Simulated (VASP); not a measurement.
## MgI2: electric field gradients with PBEsol

MgI2:

```
Mg I
1.0
     4.15370   -0.04154   -0.04154
    -2.11282    3.61798   -0.01520
    -0.06862   -0.06862    6.86200
Mg I
1 2
Direct
  0.00000 0.00000 0.00000
  0.33333 0.66667 0.75763
  0.66667 0.33333 0.24237
```

This cell differs from its parent crystal: equal xy, yz and zx shear strains of -2 %.

```json
{"Program": "VASP 6.6.1", "Task": "electric field gradients", "Functional": "PBEsol", "Potentials or basis": "VASP PAW PBE potentials, release 64 (Mg, I)", "Cutoff": "520 eV", "k mesh": "7 × 7 × 4", "Occupations": "fermi-dirac, width 0.03 eV", "Spin": "no spin polarisation", "Dipole correction": "no", "Further INCAR settings": "ALGO = Normal; EDIFF = 1e-08; NBANDS = 15"}
```

- Pressure: -0.1 GPa
- Largest force: 0.091 eV/Å
- Band gap on the k mesh: 3.43 eV, indirect (least direct gap 3.57 eV)

Forces on the atoms (eV/Å):
```
Mg   0.000  0.000  0.000
I   -0.064 -0.058  0.028
I    0.064  0.058 -0.028
```

Stress tensor (GPa, compression positive):
```
-0.23  0.38  0.39
 0.38 -0.33  0.34
 0.39  0.34  0.12
```

Levels at points of the mesh, in eV from the valence-band top:
```csv
k point,band 5,band 6,band 7,band 8,band 9,band 10,band 11,band 12
"(0.00, 0.00, 0.00)",-0.45,-0.14,-0.06,0.00,3.57,4.61,6.46,6.79
"(0.00, 0.00, 0.50)",-0.43,-0.34,-0.25,-0.15,4.55,4.70,6.29,6.59
```

Electric field gradients, principal values (V/Å²):
| atom | least | middle | greatest (by size) |
| --- | --- | --- | --- |
| 1 Mg | 2.234 | 2.502 | -4.736 |
| 2 I | 13.730 | 35.846 | -49.576 |
| 3 I | 13.730 | 35.846 | -49.576 |

It took 4.7 min on 1 thread of Oxide Virtual Turin-like Processor, on a shared host, peak memory 0.29 GiB.

Caveat: the cell differs from its parent crystal (equal xy, yz and zx shear strains of -2 %); without QUAD_EFG the Cq values of the log hold for a quadrupole moment of 1 mb, not for the nuclei; the PAW data sets were made with another functional, which shifts forces and pressure a little; spin-orbit coupling is left out, which moves the levels of the heavy elements. A k mesh can miss the band edges.
